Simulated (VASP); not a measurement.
# CaO (F-43m) in VASP: a series of runs

The runs below take CaO through single point, with PBE-based screened hybrid with 40 % exact exchange, LDA, r2SCAN.

All numbers are computed with VASP 6.6.1; they aren't measurements. Logs are shortened: lines on timing, memory, paths and dates and some standing lists are left out, and cuts for length are marked.

## (1) The cell of the first run

Symmetry: F-43m, No. 216, cubic system. Conventional cell: a = 5.213 Å, b = 5.213 Å, c = 5.213 Å, α = 90.00°, β = 90.00°, γ = 90.00°. Ca (site symmetry -43m) has 4 O at 2.26 Å within 3.0 Å. Within 3.0 Å of O (site symmetry -43m) lie 4 Ca at 2.26 Å.

## (2) Single point, PBE-based screened hybrid with 40 % exact exchange

The input, POSCAR:

```
CaO
1.0
    0.0000000000      2.6067317416      2.6067317416
    2.6067317416      0.0000000000      2.6067317416
    2.6067317416      2.6067317416      0.0000000000
Ca O
1 1
Direct
    0.0000000000      0.0000000000      0.0000000000
    0.2500000000      0.2500000000      0.2500000000
```

The input, INCAR.step1:

```
SYSTEM = CaO
PREC     = Accurate       ! precision mode
ENCUT    = 520            ! plane-wave cutoff, eV
EDIFF    = 1E-5           ! SCF threshold, eV
ISMEAR   = 0              ! smearing method
SIGMA    = 0.01           ! smearing width, eV
LREAL    = .False.        ! projectors in reciprocal space
LASPH    = .True.         ! aspherical terms in the spheres
NELM     = 80             ! most SCF steps
ALGO     = Normal         ! electronic algorithm
ISIF     = 2              ! what is computed and relaxed
LWAVE    = .True.         ! write WAVECAR
LCHARG   = .False.        ! write CHGCAR
NBANDS   = 15             ! bands
GGA      = PE             ! functional
```

The input, INCAR.step2:

```
SYSTEM = CaO
PREC     = Accurate       ! precision mode
ENCUT    = 520            ! plane-wave cutoff, eV
EDIFF    = 1E-6           ! SCF threshold, eV
ISMEAR   = 0              ! smearing method
SIGMA    = 0.01           ! smearing width, eV
LREAL    = .False.        ! projectors in reciprocal space
LASPH    = .True.         ! aspherical terms in the spheres
NELM     = 80             ! most SCF steps
ALGO     = Normal         ! electronic algorithm
ISIF     = 2              ! what is computed and relaxed
LWAVE    = .False.        ! write WAVECAR
LCHARG   = .False.        ! write CHGCAR
GGA      = PE             ! functional
LHFCALC  = .True.         ! exact exchange
AEXX     = 0.4            ! exact-exchange fraction
HFSCREEN = 0.1            ! screening, 1/A
PRECFOCK = Normal       
NBANDS   = 15             ! bands
ISTART   = 1
```

The input, KPOINTS:

```
regular mesh
0
Gamma
  4 4 4
  0 0 0
```

Potentials or basis: VASP PAW PBE potentials, release 64 (Ca_sv, O).

Launch:

```sh
$ cat potpaw_PBE.64/Ca_sv/POTCAR potpaw_PBE.64/O/POTCAR > POTCAR
$ cp INCAR.step1 INCAR
$ mpirun -np 1 vasp_std > vasp.out
$ cp INCAR.step2 INCAR
$ mpirun -np 1 vasp_std > vasp.out
```

OUTCAR:

```text
SYSTEM = CaO
   PREC = Accurate
   ENCUT = 520
   EDIFF = 1E-6
   ISMEAR = 0
   LREAL = .False.
   LASPH = .True.
   NELM = 80
   ISIF = 2
   GGA = PE
   LHFCALC = .True.
   AEXX = 0.4
   HFSCREEN = 0.1
   PRECFOCK = Normal
   ISTART = 1

 ion  position               nearest neighbor table
   1  0.000  0.000  0.000-   2 2.26   2 2.26   2 2.26   2 2.26
   2  0.250  0.250  0.250-   1 2.26   1 2.26   1 2.26   1 2.26

  LATTYP: Found a face centered cubic cell.
 ALAT       =     5.2134634832

  Lattice vectors:

 A1 = (   0.0000000000,   2.6067317416,   2.6067317416)
 A2 = (   2.6067317416,   0.0000000000,   2.6067317416)
 A3 = (   2.6067317416,   2.6067317416,   0.0000000000)

Analysis of symmetry for initial positions (statically):
=====================================================================
 Subroutine PRICEL returns:
 Original cell was already a primitive cell.

 Routine SETGRP: Setting up the symmetry group for a
 face centered cubic supercell.

 Subroutine GETGRP returns: Found 24 space group operations
 (whereof 24 operations were pure point group operations)
 out of a pool of 48 trial point group operations.

The static configuration has the point symmetry T_d .

Analysis of symmetry for dynamics (positions and initial velocities):
=====================================================================
 Subroutine PRICEL returns:
 Original cell was already a primitive cell.

 Routine SETGRP: Setting up the symmetry group for a
 face centered cubic supercell.

 Subroutine GETGRP returns: Found 24 space group operations
 (whereof 24 operations were pure point group operations)
 out of a pool of 48 trial point group operations.

The dynamic configuration has the point symmetry T_d .

 Subroutine INISYM returns: Found 24 space group operations
 (whereof 24 operations are pure point group operations),
 and found     1 'primitive' translations

----------------------------------------------------------------------------------------

                                     Primitive cell

  volume of cell :      35.4257

  direct lattice vectors                    reciprocal lattice vectors
     0.000000000  2.606731742  2.606731742    -0.191811068  0.191811068  0.191811068
     2.606731742  0.000000000  2.606731742     0.191811068 -0.191811068  0.191811068
     2.606731742  2.606731742  0.000000000     0.191811068  0.191811068 -0.191811068

  length of vectors
     3.686475382  3.686475382  3.686475382     0.332226516  0.332226516  0.332226516

  position of ions in fractional coordinates (direct lattice)
     0.000000000  0.000000000  0.000000000
     0.250000000  0.250000000  0.250000000

  ion indices of the primitive-cell ions
   primitive index   ion index
                 1           1
                 2           2

----------------------------------------------------------------------------------------

 KPOINTS: regular mesh

Automatic generation of k-mesh.
 Grid dimensions read from file:
 generate k-points for:    4    4    4

 Generating k-lattice:

  Cartesian coordinates                     Fractional coordinates (reciprocal lattice)
    -0.047952767  0.047952767  0.047952767     0.250000000  0.000000000  0.000000000
     0.047952767 -0.047952767  0.047952767     0.000000000  0.250000000  0.000000000
     0.047952767  0.047952767 -0.047952767     0.000000000  0.000000000  0.250000000

  Length of vectors
     0.083056629  0.083056629  0.083056629

  Shift w.r.t. Gamma in fractional coordinates (k-lattice)
     0.000000000  0.000000000  0.000000000

 Subroutine IBZKPT returns following result:
 ===========================================

 Found      8 irreducible k-points:

 Following reciprocal coordinates:
            Coordinates               Weight
  0.000000  0.000000  0.000000      1.000000
  0.250000  0.000000  0.000000      8.000000
  0.500000  0.000000  0.000000      4.000000
  0.250000  0.250000  0.000000      6.000000
  0.500000  0.250000  0.000000     24.000000
 -0.250000  0.250000  0.000000     12.000000
  0.500000  0.500000  0.000000      3.000000
 -0.250000  0.500000  0.250000      6.000000
   k-points           NKPTS =      8   k-points in BZ     NKDIM =     64   number of bands    NBANDS=     15
   number of dos      NEDOS =    301   number of ions     NIONS =      2
   total plane-waves  NPLWV =  21952
   dimension x,y,z NGX =    28 NGY =   28 NGZ =   28
   dimension x,y,z NGXF=    56 NGYF=   56 NGZF=   56
   ions per type =               1   1
   NGX,Y,Z   is equivalent  to a cutoff of  12.63, 12.63, 12.63 a.u.
   NGXF,Y,Z  is equivalent  to a cutoff of  25.25, 25.25, 25.25 a.u.
 SYSTEM =  CaO
   PREC   = accura    normal or accurate (medium, high low for compatibility)
   ISTART =      1    job   : 0-new  1-cont  2-samecut
   ICHARG =      0    charge: 1-file 2-atom 10-const
   ISPIN  =      1    spin polarized calculation?
   LNONCOLLINEAR =      F non collinear calculations
   LSORBIT =      F    spin-orbit coupling
   LASPH  =      T    aspherical Exc in radial PAW
   ENCUT  =  520.0 eV  38.22 Ry    6.18 a.u.   6.85  6.85  6.85*2*pi/ulx,y,z
   NELM   =     80;   NELMIN=  2; NELMDL=  0     # of ELM steps
   EDIFF  = 0.1E-05   stopping-criterion for ELM
   LREAL  =      F    real-space projection
   EDIFFG = 0.1E-04   stopping-criterion for IOM
   NSW    =      0    number of steps for IOM
   IBRION =     -1    ionic relax: 0-MD 1-quasi-New 2-CG
   NFREE  =      0    steps in history (QN), initial steepest desc. (CG)
   ISIF   =      2    stress and relaxation
   ISYM   =      3    0-nonsym 1-usesym 2-fastsym
   POTIM  = 0.5000    time-step for ionic-motion
   TEBEG  =    0.0;   TEEND  =   0.0 temperature during run
   PSTRESS=    0.0 pullay stress
   NELECT =      16.0000    total number of electrons
   NUPDOWN=      -1.0000    fix difference up-down
   EMIN   =  10.00;   EMAX   =-10.00  energy-range for DOS
   EFERMI =   0.00;   METHOD = LEGACY
   ISMEAR =     0;   SIGMA  =   0.01  broadening in eV -4-tet -1-fermi 0-gaus
   EFERMI_NEDOS =   21; number of points for ismear=-14 and -15
   IALGO  =     38    algorithm
   IMIX   =      1    mixing-type and parameters
     AMIX     =   0.40;   BMIX     =  1.00
     AMIX_MAG =   1.60;   BMIX_MAG =  1.00
  volume/ion in A,a.u.               =      17.71       119.53
  Fermi-wavevector in a.u.,A,eV,Ry     =   1.256055  2.373599 21.465543  1.577673
  Thomas-Fermi vector in A             =   2.389781
   LORBIT       =      0    0 simple, 1 ext, 2 COOP (PROOUT), +10 PAW based schemes
   GGA     = PE    functional components
   LHFCALC =     T    Hartree Fock is set to
   PRECFOCK=normal    Normal, Fast or Accurate (Low or Medium for compatibility)
   ENCUT4O =  -1.0   cutoff for four orbital integrals eV
   NKREDX  =     1    reduce k-point grid by
   NKREDY  =     1    reduce k-point grid by
   NKREDZ  =     1    reduce k-point grid by
   AEXX    =    0.4000 exact exchange contribution
   HFSCREEN=    0.1000 screening length (either q_TF or 0.3 A-1)
   HFSCREENC=   0.1000 screening length for correlation (either q_TF or 0.3 A-1)
   ENCUTFOCK=  -1.0 apply spherical cutoff to Coloumb kernel
   IVDW    =     0    specifies the selected vdW correction
   LEPSILON=     F    determine dielectric tensor
   LRPA    =     F    only Hartree local field effects (RPA)
 non-spin polarized calculation
 Gauss-broadening in eV      SIGMA  =   0.01
  energy-cutoff  :      520.00
  volume of cell :       35.43
 maximum number of plane-waves:       960
  NGX = 24; NGY = 24; NGZ = 24

 number of electron      15.9999998 magnetization

 Free energy of the ion-electron system (eV)
  ---------------------------------------------------
  ext. energy  EPLUGINS =         0.00000000
  ---------------------------------------------------
  free energy    TOTEN  =       -16.20106148 eV

  energy without entropy =      -16.20106148  energy(sigma->0) =      -16.20106148

 E-fermi :  -1.5194     XC(G=0):  -6.2272

 val. band max:       -1.5955800753   @ k =   0.5000   0.5000   0.0000
 cond. band min:       4.5885750994   @ k =   0.0000   0.0000   0.0000
 fundamental gap:      6.1841551747
 Fermi energy:        -1.5194000680

 k-point     1 :       0.0000    0.0000    0.0000
  band No.  band energies     occupation
      1     -42.7477      2.00000
      2     -21.3242      2.00000
      3     -21.3242      2.00000
      4     -21.3242      2.00000
      5     -18.6988      2.00000
      6      -2.2166      2.00000
      7      -2.2166      2.00000
      8      -2.2166      2.00000
      9       4.5886      0.00000
     10      10.5003      0.00000
     11      10.5003      0.00000
     12      12.2211      0.00000
     13      12.2211      0.00000
     14      12.2211      0.00000
     15      18.4901      0.00000

 k-point     2 :       0.2500    0.0000    0.0000
  band No.  band energies     occupation
      1     -42.7233      2.00000
      2     -21.8531      2.00000
      3     -21.3560      2.00000
      4     -21.3560      2.00000
      5     -18.1780      2.00000
      6      -2.6201      2.00000
      7      -2.0719      2.00000
      8      -2.0719      2.00000
      9       6.3695      0.00000
     10       9.9950      0.00000
     11       9.9950      0.00000
     12      11.2772      0.00000
     13      12.6324      0.00000
     14      12.6324      0.00000
     15      14.8497      0.00000

 k-point     3 :       0.5000    0.0000    0.0000
  band No.  band energies     occupation
      1     -42.6987      2.00000
      2     -22.2536      2.00000
      3     -21.3874      2.00000
      4     -21.3874      2.00000
      5     -17.8058      2.00000
      6      -2.6857      2.00000
      7      -1.9455      2.00000
      8      -1.9455      2.00000
      9       7.9255      0.00000
     10       9.7868      0.00000
     11      10.2407      0.00000
     12      10.2407      0.00000
     13      12.0766      0.00000
     14      12.0766      0.00000
     15      14.5671      0.00000

 k-point     4 :       0.2500    0.2500    0.0000
  band No.  band energies     occupation
      1     -42.7153      2.00000
      2     -21.9315      2.00000
      3     -21.4053      2.00000
      4     -21.4053      2.00000
      5     -18.0219      2.00000
      6      -2.8685      2.00000
      7      -1.9281      2.00000
      8      -1.9281      2.00000
      9       6.8302      0.00000
     10       8.3330      0.00000
     11      11.0976      0.00000
     12      12.1728      0.00000
     13      12.3899      0.00000
     14      12.3899      0.00000
     15      17.2526      0.00000

 k-point     5 :       0.5000    0.2500    0.0000
  band No.  band energies     occupation
      1     -42.6907      2.00000
      2     -22.2500      2.00000
      3     -21.5153      2.00000
      4     -21.4368      2.00000
      5     -17.6515      2.00000
      6      -2.7369      2.00000
      7      -1.9524      2.00000
      8      -1.7717      2.00000
      9       7.0438      0.00000
     10       8.6811      0.00000
     11      10.7933      0.00000
     12      12.0366      0.00000
     13      12.2879      0.00000
     14      13.0211      0.00000
     15      15.0905      0.00000

 k-point     6 :      -0.2500    0.2500    0.0000
  band No.  band energies     occupation
      1     -42.6989      2.00000
      2     -22.1501      2.00000
      3     -21.5194      2.00000
      4     -21.3880      2.00000
      5     -17.7688      2.00000
      6      -2.5136      2.00000
      7      -2.1630      2.00000
      8      -1.9082      2.00000
      9       7.2620      0.00000
     10       9.4980      0.00000
     11       9.6085      0.00000
     12      11.4963      0.00000
     13      12.7732      0.00000
     14      12.8088      0.00000
     15      15.1532      0.00000

 k-point     7 :       0.5000    0.5000    0.0000
  band No.  band energies     occupation
      1     -42.6827      2.00000
      2     -22.3596      2.00000
      3     -21.4857      2.00000
      4     -21.4857      2.00000
      5     -17.5450      2.00000
      6      -3.1257      2.00000
      7      -1.5956      2.00000
      8      -1.5956      2.00000
      9       6.5080      0.00000
     10       8.5816      0.00000
     11      11.8156      0.00000
     12      12.0109      0.00000
     13      12.0109      0.00000
     14      14.0954      0.00000
     15      15.8440      0.00000

 k-point     8 :      -0.2500    0.5000    0.2500
  band No.  band energies     occupation
      1     -42.6826      2.00000
      2     -22.2971      2.00000
      3     -21.5675      2.00000
      4     -21.4913      2.00000
      5     -17.5269      2.00000
      6      -2.4908      2.00000
      7      -2.2188      2.00000
      8      -1.5983      2.00000
      9       6.5911      0.00000
     10       8.3991      0.00000
     11      11.1686      0.00000
     12      11.9296      0.00000
     13      12.8550      0.00000
     14      14.9764      0.00000
     15      16.0827      0.00000

------------------------ aborting loop because EDIFF is reached ----------------------------------------

  FORCE on cell =-STRESS in cart. coord.  units (eV):
  Direction    XX          YY          ZZ          XY          YZ          ZX
  --------------------------------------------------------------------------------------
  -------------------------------------------------------------------------------------
  Total       -0.0663675     -0.0663675     -0.0663675      0.0000000      0.0000000     -0.0000000
  in kB       -3.0015608     -3.0015608     -3.0015608      0.0000000      0.0000000     -0.0000000
  external PRESSURE =      -3.0015608 kB  Pullay stress =       0.0000000 kB

 VOLUME and BASIS-vectors are now :
 -----------------------------------------------------------------------------
  energy-cutoff  :      520.00
  volume of cell :       35.43
      direct lattice vectors                 reciprocal lattice vectors
     0.000000000  2.606731742  2.606731742    -0.191811068  0.191811068  0.191811068
     2.606731742  0.000000000  2.606731742     0.191811068 -0.191811068  0.191811068
     2.606731742  2.606731742  0.000000000     0.191811068  0.191811068 -0.191811068

 POSITION                                       TOTAL-FORCE (eV/Angst)
 -----------------------------------------------------------------------------------
      0.00000      0.00000      0.00000        -0.000000     -0.000000     -0.000000
      1.30337      1.30337      1.30337         0.000000      0.000000      0.000000
 -----------------------------------------------------------------------------------
    total drift:                                0.000011     -0.000003      0.000001

  FREE ENERGIE OF THE ION-ELECTRON SYSTEM (eV)
  ---------------------------------------------------
  free  energy   TOTEN  =       -16.2010614803 eV

  energy  without entropy=      -16.2010614803  energy(sigma->0) =      -16.20106148
```

Run time: 5.2 min. Hardware: 1 thread of Intel Xeon Platinum 8259CL at 2.50GHz (Skylake/Cascade Lake), shared host; peak memory 0.27 GiB.

Results:

```yaml
Free_energy: -16.2011 eV
Pressure: -0.3 GPa
Band_gap_on_the_k_mesh: 6.18 eV (least direct gap 6.81 eV)
```

Levels at points of the mesh, in eV from the valence-band top:
```
           k point  band 4  band 5  band 6  band 7  band 8  band 9  band 10  band 11  band 12  band 13
(0.00, 0.00, 0.00)  -19.73  -17.10   -0.62   -0.62   -0.62    6.18    12.10    12.10    13.82    13.82
(0.50, 0.00, 0.00)  -19.79  -16.21   -1.09   -0.35   -0.35    9.52    11.38    11.84    11.84    13.67
(0.50, 0.50, 0.00)  -19.89  -15.95   -1.53    0.00    0.00    8.10    10.18    13.41    13.61    13.61
```

Caveat: the k points lie up to 0.52 Å⁻¹ apart; the structure was generated, so it needn't be the stable form of CaO; the PAW data sets were made with another functional, which shifts forces and pressure a little. A k mesh can miss the band edges.

## (3) Single point, LDA

The input, INCAR:

```
SYSTEM = CaO
PREC = Accurate
ENCUT = 600
EDIFF = 1E-6
ISMEAR = 0
SIGMA = 0.01
LREAL = .False.
LASPH = .True.
NELM = 120
ALGO = Normal
ISIF = 2
LWAVE = .False.
LCHARG = .True.
GGA = CA
LELF = .True.
LVHAR = .True.
NBANDS = 15
GGA_COMPAT = .False.
```

The input, KPOINTS:

```
Automatic mesh
0
Gamma
  4 4 4
  0 0 0
```

POSCAR is that of step 2.

Potentials or basis: VASP PAW LDA potentials, release 64 (Ca_sv, O).

Launch:

```sh
$ cat potpaw_LDA.64/Ca_sv/POTCAR potpaw_LDA.64/O/POTCAR > POTCAR
$ mpirun -np 1 vasp_std > vasp.out
```

Wall time 7.1 s (1 thread of Intel Xeon Platinum 8488C (Sapphire Rapids), shared host); peak memory 0.14 GiB.

It converged, with:

* Free energy: -13.6728 eV
* Pressure: -4.0 GPa
* Band gap on the k mesh: 3.14 eV (least direct gap 3.78 eV)

Levels at points of the mesh, in eV from the valence-band top:
```tsv
k point	band 6	band 7	band 8	band 9	band 10	band 11
(0.00, 0.00, 0.00)	-0.65	-0.65	-0.65	3.14	7.90	7.90
(0.50, 0.00, 0.00)	-1.03	-0.38	-0.38	5.98	7.78	7.78
(0.50, 0.50, 0.00)	-1.48	0.00	0.00	4.74	6.51	8.98
```

Caveat: the k points lie up to 0.52 Å⁻¹ apart; the structure was generated, so it needn't be the stable form of CaO. A k mesh can miss the band edges.

(Part 1 of 2 ends here.)
